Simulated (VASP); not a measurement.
# Ga3As (P6_3/mmc) in VASP: notebook, part 2 of 2

VASP 6.6.1.

### Step 3. Single point, r2SCAN

This run uses another cell than the first one, of 18.63 Å³/atom, 0.923 times its volume.

POSCAR

```
Ga3As
1.0
    5.8384762675      0.0000000000      0.0000000000
   -2.9192381338      5.0562687670      0.0000000000
    0.0000000000      0.0000000000      5.0485354742
Ga As
6 2
Direct
    0.8331099254      0.6662198509      0.2500000000
    0.1668900746      0.8331099254      0.7500000000
    0.3337801491      0.1668900746      0.2500000000
    0.1668900746      0.3337801491      0.7500000000
    0.8331099254      0.1668900746      0.2500000000
    0.6662198509      0.8331099254      0.7500000000
    0.3333333333      0.6666666667      0.2500000000
    0.6666666667      0.3333333333      0.7500000000
```

INCAR.step1

```
ALGO     = Normal         # electronic algorithm
EDIFF    = 1E-4           # SCF threshold, eV
ENCUT    = 520            # plane-wave cutoff, eV
GGA      = PE             # functional
ISMEAR   = 0              # smearing method
LASPH    = True           # aspherical terms in the spheres
LCHARG   = False          # write CHGCAR
LREAL    = False          # projectors in reciprocal space
LWAVE    = True           # write WAVECAR
NBANDS   = 54             # bands
NELM     = 80             # most SCF steps
PREC     = Accurate       # precision mode
SIGMA    = 0.1            # smearing width, eV
```

INCAR.step2

```
ALGO     = Normal         # electronic algorithm
EDIFF    = 1E-6           # SCF threshold, eV
ENCUT    = 520            # plane-wave cutoff, eV
ISIF     = 2              # what is computed and relaxed
ISMEAR   = 0              # smearing method
ISTART   = 1            
LASPH    = True           # aspherical terms in the spheres
LCHARG   = False          # write CHGCAR
LMIXTAU  = True         
LREAL    = False          # projectors in reciprocal space
LWAVE    = False          # write WAVECAR
METAGGA  = R2SCAN         # meta-GGA
NBANDS   = 54             # bands
NELM     = 80             # most SCF steps
PREC     = Accurate       # precision mode
SIGMA    = 0.1            # smearing width, eV
```

KPOINTS

```
k-points
0
Gamma
  6 6 8
```

Potentials or basis: VASP PAW PBE potentials, release 64 (Ga_d, As).

Command:

```bash
$ cat potpaw_PBE.64/Ga_d/POTCAR potpaw_PBE.64/As/POTCAR > POTCAR
$ cp INCAR.step1 INCAR
$ mpirun -np 1 vasp_std > vasp.out
$ cp INCAR.step2 INCAR
$ mpirun -np 1 vasp_std > vasp.out
```

OUTCAR:

```text
EDIFF = 1E-6
   ENCUT = 520
   ISIF = 2
   ISMEAR = 0
   ISTART = 1
   LASPH = True
   LREAL = False
   METAGGA = R2SCAN
   NELM = 80
   PREC = Accurate

 ion  position               nearest neighbor table
   1  0.833  0.666  0.250-   3 2.92   5 2.92   7 2.92   7 2.92
   2  0.167  0.833  0.750-   4 2.92   6 2.92   8 2.92   8 2.92
   3  0.334  0.167  0.250-   1 2.92   5 2.92   7 2.92   7 2.92
   4  0.167  0.334  0.750-   6 2.92   2 2.92   8 2.92   8 2.92
   5  0.833  0.167  0.250-   1 2.92   3 2.92   7 2.92   7 2.92
   6  0.666  0.833  0.750-   4 2.92   2 2.92   8 2.92   8 2.92
   7  0.333  0.667  0.250-   5 2.92   5 2.92   3 2.92   3 2.92   1 2.92   1 2.92
   8  0.667  0.333  0.750-   2 2.92   2 2.92   6 2.92   6 2.92   4 2.92   4 2.92

  LATTYP: Found a hexagonal cell.
 ALAT       =     5.8384762675
 C/A-ratio  =     0.8647008642

  Lattice vectors:

 A1 = (   5.8384762675,   0.0000000000,   0.0000000000)
 A2 = (  -2.9192381338,   5.0562687670,   0.0000000000)
 A3 = (   0.0000000000,   0.0000000000,   5.0485354742)

Analysis of symmetry for initial positions (statically):
=====================================================================
 Subroutine PRICEL returns:
 Original cell was already a primitive cell.

 Routine SETGRP: Setting up the symmetry group for a
 hexagonal supercell.

 Subroutine GETGRP returns: Found 24 space group operations
 (whereof 12 operations were pure point group operations)
 out of a pool of 24 trial point group operations.

The static configuration has the point symmetry D_3d.
 The point group associated with its full space group is D_6h.

Analysis of symmetry for dynamics (positions and initial velocities):
=====================================================================
 Subroutine PRICEL returns:
 Original cell was already a primitive cell.
[... 137 lines left out ...]
   EFERMI_NEDOS =   21; number of points for ismear=-14 and -15
   IALGO  =     38    algorithm
   IMIX   =      4    mixing-type and parameters
     AMIX     =   0.40;   BMIX     =  1.00
     AMIX_MAG =   1.60;   BMIX_MAG =  1.00
  volume/ion in A,a.u.               =      18.63       125.72
  Fermi-wavevector in a.u.,A,eV,Ry     =   1.373422  2.595391 25.664509  1.886288
  Thomas-Fermi vector in A             =   2.498940
   LORBIT       =      0    0 simple, 1 ext, 2 COOP (PROOUT), +10 PAW based schemes
   METAGGA = R2SCAN    functional components
   LHFCALC =     F    Hartree Fock is set to
   AEXX    =    0.0000 exact exchange contribution
   IVDW    =     0    specifies the selected vdW correction
   LEPSILON=     F    determine dielectric tensor
   LRPA    =     F    only Hartree local field effects (RPA)
 non-spin polarized calculation
 Gauss-broadening in eV      SIGMA  =   0.10
  energy-cutoff  :      520.00
  volume of cell :      149.04
 maximum number of plane-waves:      4063
 NGX is ok and might be reduce to    48
   NGX = 21   NGY = 21   NGZ = 19

 number of electron      88.0000009 magnetization

 Free energy of the ion-electron system (eV)
  ---------------------------------------------------
  ext. energy  EPLUGINS =         0.00000000
  ---------------------------------------------------
  free energy    TOTEN  =       -96.40230488 eV

  energy without entropy =      -96.39335000  energy(sigma->0) =      -96.39782744

 E-fermi :   5.7874     XC(G=0): -12.0181

 val. band max:        5.7654586851   @ k =   0.3333   0.0000   0.1250
 cond. band min:       5.7905161429   @ k =   0.5000   0.0000   0.1250
 fundamental gap:      0.0250574577
 Fermi energy:         5.7874134780

 k-point     1 :       0.0000    0.0000    0.0000
  band No.  band energies     occupation
      1      -9.8242      2.00000
      2      -9.8073      2.00000
      3      -9.7752      2.00000
      4      -9.7752      2.00000
      5      -9.7689      2.00000
      6      -9.7523      2.00000
[... 1357 lines left out ...]
     53      10.7934      0.00000
     54      11.8034      0.00000

 [... further k-points ...]
[... 5 lines left out ...]
  --------------------------------------------------------------------------------------
  -------------------------------------------------------------------------------------
  Total        0.0647701      0.0647701      0.0227545     -0.0000000     -0.0000000      0.0000000
  in kB        0.6962894      0.6962894      0.2446144     -0.0000000     -0.0000000      0.0000000
  external PRESSURE =       0.5457311 kB  Pullay stress =       0.0000000 kB

 VOLUME and BASIS-vectors are now :
 -----------------------------------------------------------------------------
  energy-cutoff  :      520.00
  volume of cell :      149.04
      direct lattice vectors                 reciprocal lattice vectors
     5.838476267  0.000000000  0.000000000     0.171277565  0.098887148  0.000000000
    -2.919238134  5.056268767  0.000000000     0.000000000  0.197774297  0.000000000
     0.000000000  0.000000000  5.048535474     0.000000000  0.000000000  0.198077245

 POSITION                                       TOTAL-FORCE (eV/Angst)
 -----------------------------------------------------------------------------------
      2.91924      3.36859      1.26213         0.000000     -0.003621      0.000000
     -1.45766      4.21243      3.78640         0.003136     -0.001810      0.000000
      1.46158      0.84384      1.26213         0.003136      0.001810     -0.000000
      0.00000      1.68768      3.78640        -0.000000      0.003621     -0.000000
      4.37690      0.84384      1.26213        -0.003136      0.001810     -0.000000
      1.45766      4.21243      3.78640        -0.003136     -0.001810      0.000000
     -0.00000      3.37085      1.26213         0.000000      0.000000      0.000000
      2.91924      1.68542      3.78640         0.000000      0.000000      0.000000
 -----------------------------------------------------------------------------------
    total drift:                                0.000000     -0.000000      0.000000

  FREE ENERGIE OF THE ION-ELECTRON SYSTEM (eV)
  ---------------------------------------------------
  free  energy   TOTEN  =       -96.4023048750 eV

  energy  without entropy=      -96.3933500036  energy(sigma->0) =      -96.39782744
```

Run time: 11 min. Hardware: 1 thread of Intel Xeon 6975P-C (Granite Rapids), shared host; peak memory 0.44 GiB.

What came out:

```
Free energy            : -96.4023 eV
Pressure               : 0.1 GPa
Largest force          : 0.004 eV/Å
Band gap on the k mesh : zero (band 44 reaches 7.47 eV, above the bottom of band 45 at 3.55 eV)
```

Forces on the atoms (eV/Å):
```
Ga   0.000 -0.004  0.000
Ga   0.003 -0.002  0.000
Ga   0.003  0.002  0.000
Ga   0.000  0.004  0.000
Ga  -0.003  0.002  0.000
Ga  -0.003 -0.002  0.000
As   0.000  0.000  0.000
As   0.000  0.000  0.000
```

Caveat: the PAW data sets were made with another functional, which shifts forces and pressure a little.
